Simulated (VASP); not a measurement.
# Hf (P6_3/mmc) in VASP: further runs

Runs on Hf. Level: PBE. Tasks: single point.

All numbers are computed with VASP 6.6.1; they aren't measurements. Logs are shortened: lines on timing, memory, paths and dates and some standing lists are left out, and cuts for length are marked.

### 1 The cell of the first run

The structure is hexagonal, space group P6_3/mmc (No. 194). Conventional cell: a = 3.317 Å, b = 3.317 Å, c = 5.473 Å, α = 90.00°, β = 90.00°, γ = 120.00°. Within 4.4 Å of Hf (site symmetry -6m2) lie 12 Hf at 3.32 to 3.34 Å.

### 2 Single point, PBE

Contents of INCAR:

```
PREC = Accurate
ENCUT = 500
EDIFF = 1E-6
ISMEAR = 0
SIGMA = 0.15
LREAL = F
LASPH = T
NELM = 120
ALGO = Normal
ISIF = 2
LWAVE = F
LCHARG = F
GGA = PE
NBANDS = 17
GGA_COMPAT = F
```

Contents of KPOINTS:

```
Automatic mesh
0
Gamma
  18 18 10
```

Contents of POSCAR:

```
Hf
1.0
    3.3170000000      0.0000000000      0.0000000000
   -1.6585000000      2.8726062644      0.0000000000
    0.0000000000      0.0000000000      5.4731000000
Hf
2
Direct
    0.3333333333      0.6666666667      0.2500000000
    0.6666666667      0.3333333333      0.7500000000
```

Potentials or basis: VASP PAW PBE potentials, release 64 (Hf_pv).

On the command line:

```console
$ cat potpaw_PBE.64/Hf_pv/POTCAR > POTCAR
$ mpirun -np 1 vasp_std > vasp.out
```

OUTCAR:

```text
PREC = Accurate
   ENCUT = 500
   EDIFF = 1E-6
   ISMEAR = 0
   LREAL = F
   LASPH = T
   NELM = 120
   ISIF = 2
   GGA = PE

 ion  position               nearest neighbor table
   1  0.333  0.667  0.250-   2 3.34   2 3.34   2 3.34   2 3.34   2 3.34   2 3.34
   2  0.667  0.333  0.750-   1 3.34   1 3.34   1 3.34   1 3.34   1 3.34   1 3.34

  LATTYP: Found a hexagonal cell.
 ALAT       =     3.3170000000
 C/A-ratio  =     1.6500150739

  Lattice vectors:

 A1 = (   3.3170000000,   0.0000000000,   0.0000000000)
 A2 = (  -1.6585000000,   2.8726062644,   0.0000000000)
 A3 = (   0.0000000000,   0.0000000000,   5.4731000000)

Analysis of symmetry for initial positions (statically):
=====================================================================
 Subroutine PRICEL returns:
 Original cell was already a primitive cell.

 Routine SETGRP: Setting up the symmetry group for a
 hexagonal supercell.

 Subroutine GETGRP returns: Found 24 space group operations
 (whereof 12 operations were pure point group operations)
 out of a pool of 24 trial point group operations.

The static configuration has the point symmetry D_3d.
 The point group associated with its full space group is D_6h.

Analysis of symmetry for dynamics (positions and initial velocities):
=====================================================================
 Subroutine PRICEL returns:
 Original cell was already a primitive cell.

 Routine SETGRP: Setting up the symmetry group for a
 hexagonal supercell.

 Subroutine GETGRP returns: Found 24 space group operations
 (whereof 12 operations were pure point group operations)
 out of a pool of 24 trial point group operations.

The dynamic configuration has the point symmetry D_3d.
 The point group associated with its full space group is D_6h.

 Subroutine INISYM returns: Found 24 space group operations
 (whereof 12 operations are pure point group operations),
 and found     1 'primitive' translations

----------------------------------------------------------------------------------------

                                     Primitive cell

  volume of cell :      52.1501

  direct lattice vectors                    reciprocal lattice vectors
     3.317000000  0.000000000  0.000000000     0.301477238  0.174057965  0.000000000
    -1.658500000  2.872606264  0.000000000     0.000000000  0.348115930  0.000000000
     0.000000000  0.000000000  5.473100000     0.000000000  0.000000000  0.182711809

  length of vectors
     3.317000000  3.317000000  5.473100000     0.348115930  0.348115930  0.182711809

  position of ions in fractional coordinates (direct lattice)
     0.333333333  0.666666667  0.250000000
     0.666666667  0.333333333  0.750000000

  ion indices of the primitive-cell ions
   primitive index   ion index
                 1           1
                 2           2

----------------------------------------------------------------------------------------

 KPOINTS: Automatic mesh

Automatic generation of k-mesh.
 Grid dimensions read from file:
 generate k-points for:   18   18   10

 Generating k-lattice:

  Cartesian coordinates                     Fractional coordinates (reciprocal lattice)
     0.016748735  0.009669887  0.000000000     0.055555556 -0.000000000  0.000000000
     0.000000000  0.019339774  0.000000000     0.000000000  0.055555556  0.000000000
     0.000000000  0.000000000  0.018271181     0.000000000  0.000000000  0.100000000

  Length of vectors
     0.019339774  0.019339774  0.018271181

  Shift w.r.t. Gamma in fractional coordinates (k-lattice)
     0.000000000  0.000000000  0.000000000

 Subroutine IBZKPT returns following result:
 ===========================================

 Found    222 irreducible k-points:

 Following reciprocal coordinates:
            Coordinates               Weight
  0.000000  0.000000  0.000000      1.000000
  0.055556  0.000000  0.000000      6.000000
  0.111111  0.000000  0.000000      6.000000
  0.166667  0.000000  0.000000      6.000000
  0.222222  0.000000  0.000000      6.000000
  0.277778  0.000000  0.000000      6.000000
[... 16 lines left out ...]
  0.333333  0.111111  0.000000     12.000000
  0.388889  0.111111  0.000000     12.000000
 [... further k-points ...]
   k-points           NKPTS =    222   k-points in BZ     NKDIM =    222   number of bands    NBANDS=     17
   number of dos      NEDOS =    301   number of ions     NIONS =      2
   total plane-waves  NPLWV =  23040
   dimension x,y,z NGX =    24 NGY =   24 NGZ =   40
   dimension x,y,z NGXF=    48 NGYF=   48 NGZF=   80
   ions per type =               2
   NGX,Y,Z   is equivalent  to a cutoff of  12.03, 12.03, 12.15 a.u.
   NGXF,Y,Z  is equivalent  to a cutoff of  24.06, 24.06, 24.30 a.u.
 SYSTEM =  unknown system
   PREC   = accura    normal or accurate (medium, high low for compatibility)
   ISTART =      0    job   : 0-new  1-cont  2-samecut
   ICHARG =      2    charge: 1-file 2-atom 10-const
   ISPIN  =      1    spin polarized calculation?
   LNONCOLLINEAR =      F non collinear calculations
   LSORBIT =      F    spin-orbit coupling
   LASPH  =      T    aspherical Exc in radial PAW
   ENCUT  =  500.0 eV  36.75 Ry    6.06 a.u.   6.05  6.05  9.98*2*pi/ulx,y,z
   NELM   =    120;   NELMIN=  2; NELMDL= -5     # of ELM steps
   EDIFF  = 0.1E-05   stopping-criterion for ELM
   LREAL  =      F    real-space projection
   EDIFFG = 0.1E-04   stopping-criterion for IOM
   NSW    =      0    number of steps for IOM
   IBRION =     -1    ionic relax: 0-MD 1-quasi-New 2-CG
   NFREE  =      0    steps in history (QN), initial steepest desc. (CG)
   ISIF   =      2    stress and relaxation
   ISYM   =      2    0-nonsym 1-usesym 2-fastsym
   POTIM  = 0.5000    time-step for ionic-motion
   TEBEG  =    0.0;   TEEND  =   0.0 temperature during run
   PSTRESS=    0.0 pullay stress
   NELECT =      20.0000    total number of electrons
   NUPDOWN=      -1.0000    fix difference up-down
   EMIN   =  10.00;   EMAX   =-10.00  energy-range for DOS
   EFERMI =   0.00;   METHOD = LEGACY
   ISMEAR =     0;   SIGMA  =   0.15  broadening in eV -4-tet -1-fermi 0-gaus
   EFERMI_NEDOS =   21; number of points for ismear=-14 and -15
   IALGO  =     38    algorithm
   IMIX   =      4    mixing-type and parameters
     AMIX     =   0.40;   BMIX     =  1.00
     AMIX_MAG =   1.60;   BMIX_MAG =  1.00
  volume/ion in A,a.u.               =      26.08       175.96
  Fermi-wavevector in a.u.,A,eV,Ry     =   1.189414  2.247667 19.248251  1.414707
  Thomas-Fermi vector in A             =   2.325522
   LORBIT       =      0    0 simple, 1 ext, 2 COOP (PROOUT), +10 PAW based schemes
   GGA     = PE    functional components
   LHFCALC =     F    Hartree Fock is set to
   AEXX    =    0.0000 exact exchange contribution
   IVDW    =     0    specifies the selected vdW correction
   LEPSILON=     F    determine dielectric tensor
   LRPA    =     F    only Hartree local field effects (RPA)
 non-spin polarized calculation
 Gauss-broadening in eV      SIGMA  =   0.15
  energy-cutoff  :      500.00
  volume of cell :       52.15
 maximum number of plane-waves:      1356
   NGX = 13   NGY = 13   NGZ = 19

 number of electron      20.0000000 magnetization

 Free energy of the ion-electron system (eV)
  ---------------------------------------------------
  ext. energy  EPLUGINS =         0.00000000
  ---------------------------------------------------
  free energy    TOTEN  =       -19.52136451 eV

  energy without entropy =      -19.50151438  energy(sigma->0) =      -19.51143944

 E-fermi :   3.9118     XC(G=0): -10.6067

 val. band max:        3.9067262222   @ k =   0.3333   0.2778   0.3000
 cond. band min:       3.9132211743   @ k =   0.1667   0.0556   0.4000
 fundamental gap:      0.0064949521
 Fermi energy:         3.9118163477

 k-point     1 :       0.0000    0.0000    0.0000
  band No.  band energies     occupation
      1     -27.3342      2.00000
      2     -26.8892      2.00000
      3     -26.8892      2.00000
      4     -26.8756      2.00000
      5     -26.8278      2.00000
      6     -26.8278      2.00000
[... 9 lines left out ...]
     16       6.4898      0.00000
     17       8.4882      0.00000

 k-point     2 :       0.0556    0.0000    0.0000
  band No.  band energies     occupation
      1     -27.3296      2.00000
      2     -26.9006      2.00000
      3     -26.8928      2.00000
      4     -26.8772      2.00000
      5     -26.8397      2.00000
      6     -26.8297      2.00000
[... 9 lines left out ...]
     16       6.4144      0.00000
     17       8.5394      0.00000

 k-point     3 :       0.1111    0.0000    0.0000
  band No.  band energies     occupation
      1     -27.3161      2.00000
      2     -26.9333      2.00000
      3     -26.9029      2.00000
      4     -26.8822      2.00000
      5     -26.8734      2.00000
      6     -26.8353      2.00000
[... 9 lines left out ...]
     16       6.2191      0.00000
     17       8.6591      0.00000

 k-point     4 :       0.1667    0.0000    0.0000
  band No.  band energies     occupation
      1     -27.2946      2.00000
      2     -26.9835      2.00000
      3     -26.9244      2.00000
      4     -26.9181      2.00000
      5     -26.8906      2.00000
      6     -26.8441      2.00000
[... 9 lines left out ...]
     16       6.3094      0.00000
     17       8.7977      0.00000
[... 343 lines left out ...]
      1     -27.1894      2.00000
      2     -27.1659      2.00000
      3     -27.1161      2.00000
      4     -26.9861      2.00000
      5     -26.9421      2.00000
      6     -26.9040      2.00000
[... 9 lines left out ...]
     16       8.4201      0.00000
     17       8.8739      0.00000

 k-point    23 :       0.3333    0.1111    0.0000
  band No.  band energies     occupation
      1     -27.2118      2.00000
      2     -27.1566      2.00000
      3     -27.1515      2.00000
      4     -27.0064      2.00000
      5     -26.9624      2.00000
      6     -26.9158      2.00000
[... 9 lines left out ...]
     16       8.8865      0.00000
     17       9.0958      0.00000

 k-point    24 :       0.3889    0.1111    0.0000
  band No.  band energies     occupation
      1     -27.2416      2.00000
      2     -27.1745      2.00000
      3     -27.1303      2.00000
      4     -27.0196      2.00000
      5     -26.9806      2.00000
      6     -26.9235      2.00000
[... 9 lines left out ...]
     16       8.8909      0.00000
     17       9.6665      0.00000

 [... further k-points ...]
[... 5 lines left out ...]
  --------------------------------------------------------------------------------------
  -------------------------------------------------------------------------------------
  Total       -3.6111059     -3.6111059     -4.9939295      0.0000000     -0.0000000      0.0000000
  in kB     -110.9419627   -110.9419627   -153.4256697      0.0000000     -0.0000000      0.0000000
  external PRESSURE =    -125.1031984 kB  Pullay stress =       0.0000000 kB

 VOLUME and BASIS-vectors are now :
 -----------------------------------------------------------------------------
  energy-cutoff  :      500.00
  volume of cell :       52.15
      direct lattice vectors                 reciprocal lattice vectors
     3.317000000  0.000000000  0.000000000     0.301477238  0.174057965  0.000000000
    -1.658500000  2.872606264  0.000000000     0.000000000  0.348115930  0.000000000
     0.000000000  0.000000000  5.473100000     0.000000000  0.000000000  0.182711809

 POSITION                                       TOTAL-FORCE (eV/Angst)
 -----------------------------------------------------------------------------------
     -0.00000      1.91507      1.36827        -0.000000      0.000000      0.000000
      1.65850      0.95754      4.10482         0.000000      0.000000      0.000000
 -----------------------------------------------------------------------------------
    total drift:                               -0.000000      0.000000     -0.000000

  FREE ENERGIE OF THE ION-ELECTRON SYSTEM (eV)
  ---------------------------------------------------
  free  energy   TOTEN  =       -19.5213645074 eV

  energy  without entropy=      -19.5015143789  energy(sigma->0) =      -19.51143944
```

It took 88 s on 1 thread of Intel Xeon 6975P-C, shared host; peak memory 0.28 GiB.

Results:

```
Free energy            : -19.5214 eV
Pressure               : -12.5 GPa
Band gap on the k mesh : zero (band 10 reaches 4.90 eV, above the bottom of band 11 at 3.45 eV)
```

Caveat: spin-orbit coupling is left out, which moves the levels of the heavy elements.

### 3 Single point, PBE

This run uses another cell than the first one, of 26.84 Å³/atom, 1.029 times its volume.

Contents of INCAR:

```
SYSTEM = Hf
ALGO = Normal
EDIFF = 1E-6
ENCUT = 500
GGA = PE
GGA_COMPAT = .False.
ISIF = 2
ISMEAR = 0
LASPH = .True.
LCHARG = .True.
LELF = .True.
LREAL = .False.
LVHAR = .True.
LWAVE = .False.
NBANDS = 17
NELM = 120
PREC = Accurate
SIGMA = 0.15
```

Contents of KPOINTS:

```
k-points
0
Gamma
  18 18 10
  0 0 0
```

Contents of POSCAR:

```
Hf
1.0
    3.4292000000      0.0000000000      0.0000000000
   -1.7146000000      2.9697743147      0.0000000000
    0.0000000000      0.0000000000      5.2704000000
Hf
2
Direct
    0.3333333333      0.6666666667      0.2500000000
    0.6666666667      0.3333333333      0.7500000000
```

Potentials or basis: VASP PAW PBE potentials, release 64 (Hf_pv).

On the command line:

```console
$ cat potpaw_PBE.64/Hf_pv/POTCAR > POTCAR
$ mpirun -np 1 vasp_std > vasp.out
```

OUTCAR:

```text
SYSTEM = Hf
   EDIFF = 1E-6
   ENCUT = 500
   GGA = PE
   ISIF = 2
   ISMEAR = 0
   LASPH = .True.
   LREAL = .False.
   NELM = 120
   PREC = Accurate

 ion  position               nearest neighbor table
   1  0.333  0.667  0.250-   2 3.30   2 3.30   2 3.30   2 3.30   2 3.30   2 3.30
   2  0.667  0.333  0.750-   1 3.30   1 3.30   1 3.30   1 3.30   1 3.30   1 3.30

  LATTYP: Found a hexagonal cell.
 ALAT       =     3.4292000000
 C/A-ratio  =     1.5369182317

  Lattice vectors:

 A1 = (   3.4292000000,   0.0000000000,   0.0000000000)
 A2 = (  -1.7146000000,   2.9697743147,   0.0000000000)
 A3 = (   0.0000000000,   0.0000000000,   5.2704000000)

Analysis of symmetry for initial positions (statically):
=====================================================================
 Subroutine PRICEL returns:
 Original cell was already a primitive cell.

 Routine SETGRP: Setting up the symmetry group for a
 hexagonal supercell.

 Subroutine GETGRP returns: Found 24 space group operations
 (whereof 12 operations were pure point group operations)
 out of a pool of 24 trial point group operations.

[... 159 lines left out ...]
  ext. energy  EPLUGINS =         0.00000000
  ---------------------------------------------------
  free energy    TOTEN  =       -19.41128413 eV

  energy without entropy =      -19.39204569  energy(sigma->0) =      -19.40166491

 E-fermi :   3.7492     XC(G=0): -10.4830

 val. band max:        3.7419614645   @ k =   0.1111   0.1111   0.4000
 cond. band min:       3.7505595194   @ k =   0.3333   0.2778   0.3000
 fundamental gap:      0.0085980549
 Fermi energy:         3.7492125948

 k-point     1 :       0.0000    0.0000    0.0000
  band No.  band energies     occupation
      1     -27.6174      2.00000
      2     -27.2225      2.00000
      3     -27.2225      2.00000
      4     -27.1403      2.00000
      5     -27.1403      2.00000
      6     -27.1274      2.00000
[... 457 lines left out ...]
      4     -27.3210      2.00000
      5     -27.2594      2.00000
      6     -27.1992      2.00000
[... 9 lines left out ...]
     16       8.8839      0.00000
     17       8.9802      0.00000

 [... further k-points ...]
[... 5 lines left out ...]
  --------------------------------------------------------------------------------------
  -------------------------------------------------------------------------------------
  Total       -4.9326571     -4.9326571     -4.3088344      0.0000000      0.0000000      0.0000000
  in kB     -147.2419858   -147.2419858   -128.6206041      0.0000000      0.0000000      0.0000000
  external PRESSURE =    -141.0348586 kB  Pullay stress =       0.0000000 kB

 VOLUME and BASIS-vectors are now :
 -----------------------------------------------------------------------------
  energy-cutoff  :      500.00
  volume of cell :       53.67
      direct lattice vectors                 reciprocal lattice vectors
     3.429200000  0.000000000  0.000000000     0.291613204  0.168362962  0.000000000
    -1.714600000  2.969774315  0.000000000     0.000000000  0.336725924  0.000000000
     0.000000000  0.000000000  5.270400000     0.000000000  0.000000000  0.189738919

 POSITION                                       TOTAL-FORCE (eV/Angst)
 -----------------------------------------------------------------------------------
     -0.00000      1.97985      1.31760         0.000000     -0.000000      0.000000
      1.71460      0.98992      3.95280         0.000000      0.000000      0.000000
 -----------------------------------------------------------------------------------
    total drift:                               -0.000000      0.000000     -0.000000

  FREE ENERGIE OF THE ION-ELECTRON SYSTEM (eV)
  ---------------------------------------------------
  free  energy   TOTEN  =       -19.4112841291 eV

  energy  without entropy=      -19.3920456878  energy(sigma->0) =      -19.40166491
```

OSZICAR:

```text
N       E                     dE             d eps       ncg     rms          rms(c)
DAV:   1     0.481520372322E+02    0.48152E+02   -0.11062E+04  7588   0.106E+03
DAV:   2    -0.183957091823E+02   -0.66548E+02   -0.64881E+02  9814   0.239E+02
DAV:   3    -0.203643719396E+02   -0.19687E+01   -0.19471E+01  9965   0.270E+01
DAV:   4    -0.203843915504E+02   -0.20020E-01   -0.20000E-01  9764   0.329E+00
DAV:   5    -0.203846766346E+02   -0.28508E-03   -0.28497E-03 10199   0.337E-01    0.567E+01
DAV:   6    -0.196578067957E+02    0.72687E+00   -0.78346E-01  9000   0.522E+00    0.334E+01
DAV:   7    -0.194281119460E+02    0.22969E+00   -0.12510E+00  9274   0.626E+00    0.177E+00
DAV:   8    -0.194113270904E+02    0.16785E-01   -0.94963E-02  8980   0.184E+00    0.589E-01
DAV:   9    -0.194113033113E+02    0.23779E-04   -0.17953E-03 10376   0.311E-01    0.193E-01
DAV:  10    -0.194112805849E+02    0.22726E-04   -0.89518E-05  9771   0.568E-02    0.177E-01
DAV:  11    -0.194112840356E+02   -0.34507E-05   -0.74801E-06 10293   0.193E-02    0.158E-02
DAV:  12    -0.194112841291E+02   -0.93512E-07   -0.34096E-07  5944   0.366E-03
   1 F= -.19411284E+02 E0= -.19401665E+02  d E =-.192384E-01
```

stdout:

```text
POSCAR found type information on POSCAR Hf
 POSCAR found :  1 types and       2 ions
 scaLAPACK will be used
 LDA part: xc-table for (Slater+PW92), standard interpolation
 POSCAR, INCAR and KPOINTS ok, starting setup
 FFT: planning ... GRIDC
 FFT: planning ... GRID_SOFT
 FFT: planning ... GRID
 WAVECAR not read
 entering main loop
```

Wall time 1.9 min (1 thread of Intel Xeon 6975P-C, shared host); peak memory 0.3 GiB.

Results:

| Property | Result |
| --- | --- |
| Free energy | -19.4113 eV |
| Pressure | -14.1 GPa |
| Band gap on the k mesh | zero (band 10 reaches 4.78 eV, above the bottom of band 11 at 3.25 eV) |

Caveat: spin-orbit coupling is left out, which moves the levels of the heavy elements.
